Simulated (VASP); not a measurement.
# MoS2 in VASP: notebook

MoS2 is run at these levels: PBEsol; tasks: single point.

All numbers are computed with VASP 6.6.1; they aren't measurements. Logs are shortened: lines on timing, memory, paths and dates and some standing lists are left out, and cuts for length are marked.

## (1) The cell of the first run

The cell holds a slab with vacuum, 9 atoms: a = 3.141 Å, b = 3.141 Å, c = 28.014 Å, α = 90.00°, β = 90.00°, γ = 120.00°.

## (2) Single point, PBEsol (atoms moved at random)

File INCAR:

```
PREC = Accurate
ENCUT = 520
EDIFF = 1E-7
ISMEAR = 0
SIGMA = 0.05
LREAL = F
LASPH = T
NELM = 100
ALGO = Normal
ISIF = 2
LWAVE = F
LCHARG = T
GGA = PS
LELF = T
LVHAR = T
NBANDS = 49
```

File KPOINTS:

```
regular mesh
0
Gamma
  12 12 1
```

File POSCAR:

```
MoS2
1.0
    3.1407285108      0.0000000000      0.0000000000
   -1.5703642554      2.7199506767      0.0000000000
    0.0000000000      0.0000000000     28.0139064959
Mo S
3 6
Direct
    0.6541720018      0.2813244931      0.0067638447
    0.3243193008      0.6975305768      0.7660725960
    0.3698255251      0.5339261241      0.2156847440
    0.1687654438      0.7135667625      0.0339197192
    0.5155428026      0.3252583090      0.8452020050
    0.6148238168      0.1821620402      0.2923548497
    0.3697350720      0.6285555374      0.9530105756
    0.8606599518      0.4539424716      0.7207270857
    0.7888227521      0.5170670187      0.1662645799
```

Potentials or basis: VASP PAW PBE potentials, release 64 (Mo_sv, S).

Launch:

```
> cat potpaw_PBE.64/Mo_sv/POTCAR potpaw_PBE.64/S/POTCAR > POTCAR
> mpirun -np 1 vasp_std > vasp.out
```

OUTCAR:

```text
PREC = Accurate
   ENCUT = 520
   EDIFF = 1E-7
   ISMEAR = 0
   LREAL = F
   LASPH = T
   NELM = 100
   ISIF = 2
   GGA = PS

 ion  position               nearest neighbor table
   1  0.654  0.281  0.007-   4 1.69   4 1.83   7 2.29   7 2.33   7 2.46   4 2.61   4 3.04
   2  0.324  0.698  0.766-   8 1.79   8 2.47   8 2.52   5 2.71   5 2.82   5 3.12
   3  0.370  0.534  0.216-   9 1.93   9 2.27   6 2.70   6 2.79   6 2.97   9 3.02   9 3.10
   4  0.169  0.714  0.034-   1 1.69   1 1.83   7 2.40   1 2.61   1 3.04
   5  0.516  0.325  0.845-   2 2.71   2 2.82   2 3.12
   6  0.615  0.182  0.292-   3 2.70   3 2.79   3 2.97
   7  0.370  0.629  0.953-   1 2.29   1 2.33   4 2.40   1 2.46
   8  0.861  0.454  0.721-   2 1.79   2 2.47   2 2.52
   9  0.789  0.517  0.166-   3 1.93   3 2.27   3 3.02   3 3.10

  LATTYP: Found a hexagonal cell.
 ALAT       =     3.1407285108
 C/A-ratio  =     8.9195568479

  Lattice vectors:

 A1 = (   3.1407285108,   0.0000000000,   0.0000000000)
 A2 = (  -1.5703642554,   2.7199506767,   0.0000000000)
 A3 = (   0.0000000000,   0.0000000000,  28.0139064959)

Analysis of symmetry for initial positions (statically):
=====================================================================
 Subroutine PRICEL returns:
 Original cell was already a primitive cell.

 Routine SETGRP: Setting up the symmetry group for a
 hexagonal supercell.

 Subroutine GETGRP returns: Found  1 space group operations
 (whereof  1 operations were pure point group operations)
 out of a pool of 24 trial point group operations.

The static configuration has the point symmetry C_1 .

Analysis of symmetry for dynamics (positions and initial velocities):
=====================================================================
 Subroutine PRICEL returns:
 Original cell was already a primitive cell.

 Routine SETGRP: Setting up the symmetry group for a
 hexagonal supercell.

 Subroutine GETGRP returns: Found  1 space group operations
 (whereof  1 operations were pure point group operations)
 out of a pool of 24 trial point group operations.

The dynamic configuration has the point symmetry C_1 .

 Subroutine INISYM returns: Found  1 space group operations
 (whereof  1 operations are pure point group operations),
 and found     1 'primitive' translations

----------------------------------------------------------------------------------------
[... 113 lines left out ...]
   ISIF   =      2    stress and relaxation
   ISYM   =      2    0-nonsym 1-usesym 2-fastsym
   POTIM  = 0.5000    time-step for ionic-motion
   TEBEG  =    0.0;   TEEND  =   0.0 temperature during run
   PSTRESS=    0.0 pullay stress
   NELECT =      78.0000    total number of electrons
   NUPDOWN=      -1.0000    fix difference up-down
   EMIN   =  10.00;   EMAX   =-10.00  energy-range for DOS
   EFERMI =   0.00;   METHOD = LEGACY
   ISMEAR =     0;   SIGMA  =   0.05  broadening in eV -4-tet -1-fermi 0-gaus
   EFERMI_NEDOS =   21; number of points for ismear=-14 and -15
   IALGO  =     38    algorithm
   IMIX   =      4    mixing-type and parameters
     AMIX     =   0.40;   BMIX     =  1.00
     AMIX_MAG =   1.60;   BMIX_MAG =  1.00
  volume/ion in A,a.u.               =      26.59       179.44
  Fermi-wavevector in a.u.,A,eV,Ry     =   1.126639  2.129038 17.270076  1.269315
  Thomas-Fermi vector in A             =   2.263321
   LORBIT       =      0    0 simple, 1 ext, 2 COOP (PROOUT), +10 PAW based schemes
   GGA     = PS    functional components
   LHFCALC =     F    Hartree Fock is set to
   AEXX    =    0.0000 exact exchange contribution
   IVDW    =     0    specifies the selected vdW correction
   LEPSILON=     F    determine dielectric tensor
   LRPA    =     F    only Hartree local field effects (RPA)
 non-spin polarized calculation
 Gauss-broadening in eV      SIGMA  =   0.05
  energy-cutoff  :      520.00
  volume of cell :      239.31
 maximum number of plane-waves:      6500
   NGX = 11   NGY = 11   NGZ =105

 number of electron      77.9999998 magnetization

 Free energy of the ion-electron system (eV)
  ---------------------------------------------------
  ext. energy  EPLUGINS =         0.00000000
  ---------------------------------------------------
  free energy    TOTEN  =       -47.85857429 eV

  energy without entropy =      -47.84861683  energy(sigma->0) =      -47.85359556

 E-fermi :   3.4319     XC(G=0):  -7.6476

 val. band max:        3.4290508353   @ k =   0.2500   0.1667   0.0000
 cond. band min:       3.4367918346   @ k =   0.5000  -0.0833   0.0000
 fundamental gap:      0.0077409994
 Fermi energy:         3.4318862839

 k-point     1 :       0.0000    0.0000    0.0000
  band No.  band energies     occupation
      1     -57.8904      2.00000
      2     -57.8723      2.00000
      3     -57.6637      2.00000
      4     -33.5601      2.00000
      5     -32.6001      2.00000
      6     -32.4401      2.00000
[... 1237 lines left out ...]
     48       7.0027      0.00000
     49       7.1127      0.00000

 [... further k-points ...]

------------------------ aborting loop because EDIFF is reached ----------------------------------------

  FORCE on cell =-STRESS in cart. coord.  units (eV):
  Direction    XX          YY          ZZ          XY          YZ          ZX
  --------------------------------------------------------------------------------------
  -------------------------------------------------------------------------------------
  Total       42.6621047     51.2787618     39.1729303     34.8933099     16.7919498     17.2746229
  in kB      285.6194371    343.3072795    262.2596888    233.6079667    112.4207839    115.6522427
  external PRESSURE =     297.0621351 kB  Pullay stress =       0.0000000 kB

 VOLUME and BASIS-vectors are now :
 -----------------------------------------------------------------------------
  energy-cutoff  :      520.00
  volume of cell :      239.31
      direct lattice vectors                 reciprocal lattice vectors
     3.140728511  0.000000000  0.000000000     0.318397466  0.183826863  0.000000000
    -1.570364255  2.719950677  0.000000000     0.000000000  0.367653726  0.000000000
     0.000000000  0.000000000 28.013906496     0.000000000  0.000000000  0.035696557

 POSITION                                       TOTAL-FORCE (eV/Angst)
 -----------------------------------------------------------------------------------
      1.61279      0.76519      0.18948       -11.698744     -6.333090    -18.369578
     -0.07678      1.89725     21.46069        12.064037      7.506793     15.860493
      0.32306      1.45225      6.04217        -4.991625      1.003874     10.591473
     -0.59051      1.94087      0.95022        11.653284      7.150940     23.009757
      1.10841      0.88469     23.67741         0.190214     -0.042094     -2.555474
      1.64493      0.49547      8.19000        -0.119799     -0.195615     -2.998709
      0.17418      1.70964     26.69755         0.017997     -0.817245     -4.662084
      1.99024      1.23470     20.19038       -12.226730     -7.467529    -13.251424
      1.66549      1.40640      4.65772         5.111366     -0.806033     -7.624456
 -----------------------------------------------------------------------------------
    total drift:                               -0.000030      0.000050      0.000654

  FREE ENERGIE OF THE ION-ELECTRON SYSTEM (eV)
  ---------------------------------------------------
  free  energy   TOTEN  =       -47.8585742851 eV

  energy  without entropy=      -47.8486168250  energy(sigma->0) =      -47.85359556
```

OSZICAR:

```text
N       E                     dE             d eps       ncg     rms          rms(c)
DAV:   1     0.726093610172E+03    0.72609E+03   -0.42981E+04  8436   0.143E+03
DAV:   2    -0.450442461040E+01   -0.73060E+03   -0.70925E+03  8716   0.368E+02
DAV:   3    -0.503942283824E+02   -0.45890E+02   -0.43961E+02  8912   0.832E+01
[... 42 lines left out ...]
DAV:  46    -0.478585736818E+02   -0.30916E-06   -0.13777E-07  4953   0.170E-03    0.235E-03
DAV:  47    -0.478585739381E+02   -0.25633E-06   -0.41239E-08  4533   0.691E-04    0.212E-03
DAV:  48    -0.478585740619E+02   -0.12377E-06   -0.12512E-08  4368   0.403E-04    0.212E-03
DAV:  49    -0.478585741912E+02   -0.12932E-06   -0.13654E-08  4262   0.392E-04    0.146E-03
DAV:  50    -0.478585742851E+02   -0.93890E-07   -0.64670E-09  4437   0.246E-04
   1 F= -.47858574E+02 E0= -.47853596E+02  d E =-.995746E-02
```

stdout:

```text
POSCAR found type information on POSCAR MoS
 POSCAR found :  2 types and       9 ions
 scaLAPACK will be used
 -----------------------------------------------------------------------------
|                                                                             |
|                                                                             |
|     You enforced a specific xc type in the INCAR file but a different       |
|     I HOPE YOU KNOW WHAT YOU ARE DOING!                                     |
|                                                                             |
 -----------------------------------------------------------------------------

 LDA part: xc-table for (Slater+PW92), standard interpolation
 POSCAR, INCAR and KPOINTS ok, starting setup
 FFT: planning ... GRIDC
 FFT: planning ... GRID_SOFT
 FFT: planning ... GRID
 WAVECAR not read
 entering main loop
```

Run time: 30 min. Hardware: 1 thread of AMD EPYC 9R45 (Zen 5), shared host; peak memory 0.75 GiB.

Results:

```
Free energy            : -47.8586 eV
Largest force          : 26.765 eV/Å
Band gap on the k mesh : zero (bands 39 and 40 overlap by 0.99 eV)
```

Forces in eV/Å, atoms in the order of the input:
```
Mo  -11.699  -6.333 -18.370
Mo   12.064   7.507  15.860
Mo   -4.992   1.004  10.591
S    11.653   7.151  23.010
S     0.190  -0.042  -2.555
S    -0.120  -0.196  -2.999
S     0.018  -0.817  -4.662
S   -12.227  -7.468 -13.251
S     5.111  -0.806  -7.624
```

Caveat: the cell differs from its parent crystal (atoms moved at random); atoms lie so close that the PAW spheres overlap strongly, which falsifies energies and pressures; there is no dipole correction, which matters where the two faces differ; the PAW data sets were made with another functional, which shifts forces and pressure a little.

## (3) Single point, PBEsol (atoms moved at random and the cell strained at random)

File INCAR:

```
SYSTEM = MoS2
PREC = Accurate
ENCUT = 520
EDIFF = 1E-7
ISMEAR = 0
SIGMA = 0.05
LREAL = .False.
LASPH = .True.
NELM = 80
ALGO = Normal
ISIF = 2
LWAVE = .False.
LCHARG = .False.
GGA = PS
NBANDS = 49
```

File KPOINTS:

```
regular mesh
0
Gamma
  12 12 1
  0 0 0
```

File POSCAR:

```
MoS2
1.0
    3.2851251187      0.1063354837      0.0535642835
   -1.5504733292      2.7250369715      0.0071333407
    0.4777696715      0.3493097000     28.7346950446
Mo S
3 6
Direct
    0.6745000720      0.3362772748      0.0022728766
    0.3791092571      0.6433037994      0.7742825696
    0.2707578004      0.6065149675      0.2246331505
    0.3545253583      0.6765108708      0.0525557048
    0.7280982990      0.3898438078      0.8365309495
    0.5742539388      0.3482309771      0.2831655153
    0.3080839270      0.6517265141      0.9460058132
    0.7114449654      0.3475225659      0.7160441982
    0.6658930486      0.3334025560      0.1645092223
```

Potentials or basis: VASP PAW PBE potentials, release 64 (Mo_sv, S).

Launch:

```
> cat potpaw_PBE.64/Mo_sv/POTCAR potpaw_PBE.64/S/POTCAR > POTCAR
> mpirun -np 1 vasp_std > vasp.out
```

Run time: 18 min. Hardware: 1 thread of Intel Xeon Platinum 8488C (Sapphire Rapids), shared host; peak memory 0.8 GiB.

It converged, with:

| Quantity | Value |
| --- | --- |
| Free energy | -67.7857 eV |
| Largest force | 3.223 eV/Å |
| Band gap on the k mesh | 0.69 eV (least direct gap 0.94 eV) |

Forces in eV/Å, atoms in the order of the input:
```
Mo   0.085 -0.035 -2.663
Mo  -0.839  1.802  0.851
Mo  -0.938  2.414 -1.021
S   -1.026 -0.602  1.528
S    0.131 -1.147 -3.009
S    1.306 -1.543 -1.697
S    0.945  0.635  1.128
S    0.706 -0.655  2.187
S   -0.371 -0.869  2.697
```

Levels at points of the mesh, in eV from the valence-band top:
```csv
k point,band 37,band 38,band 39,band 40,band 41,band 42
"(0.00, 0.00, 0.00)",-0.63,-0.53,0.00,1.16,1.26,1.53
"(0.50, 0.00, 0.00)",-1.21,-0.28,-0.16,1.34,1.53,1.63
"(0.00, 0.50, 0.00)",-1.17,-0.76,-0.58,1.18,1.52,1.65
"(0.50, 0.50, 0.00)",-1.13,-0.92,-0.74,1.24,1.40,1.50
```

Caveat: the cell differs from its parent crystal (atoms moved at random and the cell strained at random); there is no dipole correction, which matters where the two faces differ; semilocal functionals underestimate gaps, and a narrow one can read as zero; the PAW data sets were made with another functional, which shifts forces and pressure a little.
